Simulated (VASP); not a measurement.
# CdTe (F-43m) in VASP: a series of runs

The runs below take CdTe through phonons, with r2SCAN.

Program: VASP 6.6.1. These are calculated values, not measurements. Logs are shortened: lines on timing, memory, paths and dates and some standing lists are left out, and cuts for length are marked.

### 1 The cell of the first run

The structure is cubic, space group F-43m (No. 216). Conventional cell: a = 6.462 Å, b = 6.462 Å, c = 6.462 Å, α = 90.00°, β = 90.00°, γ = 90.00°. Within 3.7 Å of Cd (site symmetry -43m) lie 4 Te at 2.80 Å. Within 3.7 Å of Te (site symmetry -43m) lie 4 Cd at 2.80 Å.

### 2 Phonons, r2SCAN

INCAR

```
SYSTEM = CdTe
  PREC = Accurate
  ENCUT = 520
  EDIFF = 1E-8
  ISMEAR = 0
  SIGMA = 0.01
  LREAL = .FALSE.
  LASPH = .TRUE.
  NELM = 100
  ALGO = Normal
  ISIF = 2
  LWAVE = .FALSE.
  LCHARG = .FALSE.
  METAGGA = R2SCAN
  LMIXTAU = .TRUE.
  IBRION = 6
  NFREE = 2
  POTIM = 0.015
  NSW = 1
```

KPOINTS

```
Automatic mesh
0
G
  6 6 6
  0 0 0
```

POSCAR

```
CdTe
1.0
    3.2309681793      3.2309681793      0.0000000000
   -3.2309681793      3.2309681793      0.0000000000
    0.0000000000      3.2309681793      3.2309681793
Cd Te
1 1
Direct
    0.0000000000      0.0000000000      0.0000000000
    0.7500000000      0.2500000000      0.5000000000
```

Potentials or basis: VASP PAW PBE potentials, release 64 (Cd, Te).

Started as:

```
> cat potpaw_PBE.64/Cd/POTCAR potpaw_PBE.64/Te/POTCAR > POTCAR
> mpirun -np 1 vasp_std > vasp.out
```

OUTCAR:

```text
SYSTEM = CdTe
   PREC = Accurate
   ENCUT = 520
   EDIFF = 1E-8
   ISMEAR = 0
   LREAL = .FALSE.
   LASPH = .TRUE.
   NELM = 100
   ISIF = 2
   METAGGA = R2SCAN
   IBRION = 6
   NFREE = 2
   POTIM = 0.015
   NSW = 1

 ion  position               nearest neighbor table
   1  0.000  0.000  0.000-   2 2.80   2 2.80   2 2.80   2 2.80
   2  0.750  0.250  0.500-   1 2.80   1 2.80   1 2.80   1 2.80

  LATTYP: Found a face centered cubic cell.
 ALAT       =     6.4619363586

  Lattice vectors:

 A1 = (   0.0000000000,   3.2309681793,   3.2309681793)
 A2 = (   3.2309681793,   0.0000000000,   3.2309681793)
 A3 = (   3.2309681793,   3.2309681793,   0.0000000000)

Analysis of symmetry for initial positions (statically):
=====================================================================
 Subroutine PRICEL returns:
 Original cell was already a primitive cell.

 Routine SETGRP: Setting up the symmetry group for a
 face centered cubic supercell.

 Subroutine GETGRP returns: Found 24 space group operations
 (whereof 24 operations were pure point group operations)
 out of a pool of 48 trial point group operations.

The static configuration has the point symmetry T_d .

Analysis of symmetry for dynamics (positions and initial velocities):
=====================================================================
 Subroutine PRICEL returns:
 Original cell was already a primitive cell.

 Routine SETGRP: Setting up the symmetry group for a
 face centered cubic supercell.

 Subroutine GETGRP returns: Found 24 space group operations
 (whereof 24 operations were pure point group operations)
 out of a pool of 48 trial point group operations.

The dynamic configuration has the point symmetry T_d .

 Subroutine INISYM returns: Found 24 space group operations
 (whereof 24 operations are pure point group operations),
 and found     1 'primitive' translations

----------------------------------------------------------------------------------------

                                     Primitive cell

  volume of cell :      67.4572

  direct lattice vectors                    reciprocal lattice vectors
     3.230968179  3.230968179  0.000000000     0.154752375  0.154752375 -0.154752375
    -3.230968179  3.230968179  0.000000000    -0.154752375  0.154752375 -0.154752375
     0.000000000  3.230968179  3.230968179     0.000000000  0.000000000  0.309504750

  length of vectors
     4.569279019  4.569279019  4.569279019     0.268038976  0.268038976  0.309504750

  position of ions in fractional coordinates (direct lattice)
     0.000000000  0.000000000  0.000000000
     0.750000000  0.250000000  0.500000000

  ion indices of the primitive-cell ions
   primitive index   ion index
                 1           1
                 2           2

----------------------------------------------------------------------------------------

 KPOINTS: Automatic mesh

Automatic generation of k-mesh.
 Grid dimensions read from file:
 generate k-points for:    6    6    6

 Generating k-lattice:

  Cartesian coordinates                     Fractional coordinates (reciprocal lattice)
     0.025792063  0.025792063 -0.025792063     0.166666667  0.000000000  0.000000000
    -0.025792063  0.025792063 -0.025792063     0.000000000  0.166666667  0.000000000
     0.000000000  0.000000000  0.051584125     0.000000000  0.000000000  0.166666667

  Length of vectors
     0.044673163  0.044673163  0.051584125

[... 53 lines left out ...]
   TEBEG  =    0.0;   TEEND  =   0.0 temperature during run
   PSTRESS=    0.0 pullay stress
   NELECT =      18.0000    total number of electrons
   NUPDOWN=      -1.0000    fix difference up-down
   EMIN   =  10.00;   EMAX   =-10.00  energy-range for DOS
   EFERMI =   0.00;   METHOD = LEGACY
   ISMEAR =     0;   SIGMA  =   0.01  broadening in eV -4-tet -1-fermi 0-gaus
   EFERMI_NEDOS =   21; number of points for ismear=-14 and -15
   IALGO  =     38    algorithm
   IMIX   =      4    mixing-type and parameters
     AMIX     =   0.40;   BMIX     =  1.00
     AMIX_MAG =   1.60;   BMIX_MAG =  1.00
  volume/ion in A,a.u.               =      33.73       227.61
  Fermi-wavevector in a.u.,A,eV,Ry     =   1.053957  1.991690 15.113703  1.110826
  Thomas-Fermi vector in A             =   2.189099
   LORBIT       =      0    0 simple, 1 ext, 2 COOP (PROOUT), +10 PAW based schemes
   METAGGA = R2SCAN    functional components
   LHFCALC =     F    Hartree Fock is set to
   AEXX    =    0.0000 exact exchange contribution
   IVDW    =     0    specifies the selected vdW correction
   LEPSILON=     F    determine dielectric tensor
   LRPA    =     F    only Hartree local field effects (RPA)
 finite differences with symmetry
 non-spin polarized calculation
 Gauss-broadening in eV      SIGMA  =   0.01
  energy-cutoff  :      520.00
  volume of cell :       67.46
 maximum number of plane-waves:      1853
 NGX is ok and might be reduce to    36
   NGX = 17   NGY = 17   NGZ = 17

--------------------------------------- Ionic step        1  -------------------------------------------

 number of electron      17.9999995 magnetization

 Free energy of the ion-electron system (eV)
  ---------------------------------------------------
  ext. energy  EPLUGINS =         0.00000000
  ---------------------------------------------------
  free energy    TOTEN  =       -46.62091500 eV

  energy without entropy =      -46.62091500  energy(sigma->0) =      -46.62091500

------------------------ aborting loop because EDIFF is reached ----------------------------------------

  FORCE on cell =-STRESS in cart. coord.  units (eV):
  Direction    XX          YY          ZZ          XY          YZ          ZX
  --------------------------------------------------------------------------------------
  -------------------------------------------------------------------------------------
  Total        0.8872323      0.8872323      0.8872323      0.0000000     -0.0000000      0.0000000
  in kB       21.0726850     21.0726850     21.0726850      0.0000000     -0.0000000      0.0000000
  external PRESSURE =      21.0726850 kB  Pullay stress =       0.0000000 kB
[... 131 lines left out ...]
--------------------------------------- Ionic step        5  -------------------------------------------

 number of electron      17.9999994 magnetization

 Free energy of the ion-electron system (eV)
  ---------------------------------------------------
  ext. energy  EPLUGINS =         0.00000000
  ---------------------------------------------------
  free energy    TOTEN  =       -46.62037117 eV

  energy without entropy =      -46.62037117  energy(sigma->0) =      -46.62037117

 E-fermi :   2.2824     XC(G=0):  -9.1446

 val. band max:        2.1965276065   @ k =   0.0000   0.0000   0.0000
 cond. band min:       3.4866167966   @ k =   0.0000   0.0000   0.0000
 fundamental gap:      1.2900891901
 Fermi energy:         2.2823710575

 k-point     1 :       0.0000    0.0000    0.0000
  band No.  band energies     occupation
      1      -9.3965      2.00000
      2      -6.4168      2.00000
      3      -6.4098      2.00000
      4      -6.4031      2.00000
      5      -6.1179      2.00000
      6      -6.1178      2.00000
      7       2.1734      2.00000
      8       2.1855      2.00000
      9       2.1965      2.00000
     10       3.4866      0.00000
     11       7.1974      0.00000
     12       7.2064      0.00000
     13       7.2165      0.00000
[... 354 lines left out ...]
  band No.  band energies     occupation
      1      -8.9797      2.00000
      2      -6.3267      2.00000
      3      -6.3205      2.00000
      4      -6.1223      2.00000
      5      -6.1202      2.00000
      6      -5.8035      2.00000
      7      -1.8620      2.00000
      8       0.3560      2.00000
      9       1.3510      2.00000
     10       5.4605      0.00000
     11       7.4805      0.00000
     12       8.2636      0.00000
     13       9.0240      0.00000

 [... further k-points ...]

------------------------ aborting loop because EDIFF is reached ----------------------------------------

  FORCE on cell =-STRESS in cart. coord.  units (eV):
  Direction    XX          YY          ZZ          XY          YZ          ZX
  --------------------------------------------------------------------------------------
  -------------------------------------------------------------------------------------
  Total        0.8877231      0.8895273      0.8895273      0.0000000     -0.1035447      0.0000000
  in kB       21.0843425     21.1271952     21.1271952      0.0000000     -2.4592937      0.0000000
  external PRESSURE =      21.1129110 kB  Pullay stress =       0.0000000 kB
[... 17 lines left out ...]
  FREE ENERGIE OF THE ION-ELECTRON SYSTEM (eV)
  ---------------------------------------------------
  free  energy   TOTEN  =       -46.6203711673 eV

  energy  without entropy=      -46.6203711673  energy(sigma->0) =      -46.62037117

 INTERNAL STRAIN TENSORS FROM DISPLACED ATOMS
 ============================================

 INTERNAL STRAIN TENSOR FOR ION    1 for displacements in x,y,z  (eV/Angst):
          X           Y           Z          XY          YZ          ZX
  --------------------------------------------------------------------------------
  x    -0.00000     0.00000     0.00000     0.00000    -6.90670     0.00000
  y    -0.00000     0.00000    -0.00000     0.00000     0.00000    -6.90670
  z     0.00000     0.00000    -0.00000    -6.90670     0.00000     0.00000

 INTERNAL STRAIN TENSOR FOR ION    2 for displacements in x,y,z  (eV/Angst):
          X           Y           Z          XY          YZ          ZX
  --------------------------------------------------------------------------------
  x     0.00000     0.00000     0.00000     0.00000     6.90307     0.00000
  y    -0.00000    -0.00000    -0.00000     0.00000     0.00000     6.90307
  z     0.00000     0.00000     0.00000     6.90307     0.00000     0.00000

 Eigenvectors and eigenvalues of the dynamical matrix
 ----------------------------------------------------

   1 f  =    4.442633 THz    27.913889 2PiTHz  148.190299 cm-1    18.373247 meV
             X         Y         Z           dx          dy          dz
      0.000000  0.000000  0.000000     0.000000    0.728642    0.000000
      1.615484  4.846452  1.615484     0.000000   -0.684895    0.000000
[... 21 lines left out ...]
   6 f/i=    0.003219 THz     0.020228 2PiTHz    0.107388 cm-1     0.013314 meV
             X         Y         Z           dx          dy          dz
      0.000000  0.000000  0.000000    -0.684895    0.000000    0.000000
      1.615484  4.846452  1.615484    -0.728642   -0.000000    0.000000

 ELASTIC MODULI CONTR FROM IONIC RELAXATION (kBar)
 Direction    XX          YY          ZZ          XY          YZ          ZX
 --------------------------------------------------------------------------------
 XX          -0.0000     -0.0000     -0.0000     -0.0000     -0.0000      0.0000
 YY          -0.0000     -0.0000     -0.0000     -0.0000     -0.0000      0.0000
 ZZ          -0.0000     -0.0000     -0.0000     -0.0000     -0.0000      0.0000
 XY          -0.0000     -0.0000     -0.0000   -234.6105     -0.0000      0.0000
 YZ          -0.0000     -0.0000     -0.0000     -0.0000   -234.6105     -0.0000
 ZX           0.0000      0.0000      0.0000      0.0000     -0.0000   -234.6105
 --------------------------------------------------------------------------------
```

Wall time 4.9 min (1 thread of Intel Xeon 6975P-C (Granite Rapids), shared host); peak memory 0.26 GiB.

Results:

```
Highest phonon frequency at Γ, LO-TO splitting left out : 148 cm⁻¹
```

Phonon frequencies in cm⁻¹ (negative: imaginary):
| q point | frequencies |
| --- | --- |
| (0.000, 0.000, 0.000) | 0 0 0 148 148 148 |

Caveat: the cell stands under pressure or tension, which shifts response properties; the PAW data sets were made with another functional, which shifts forces and pressure a little; spin-orbit coupling is left out, which moves the levels of the heavy elements.

[end of part 1 of 2]
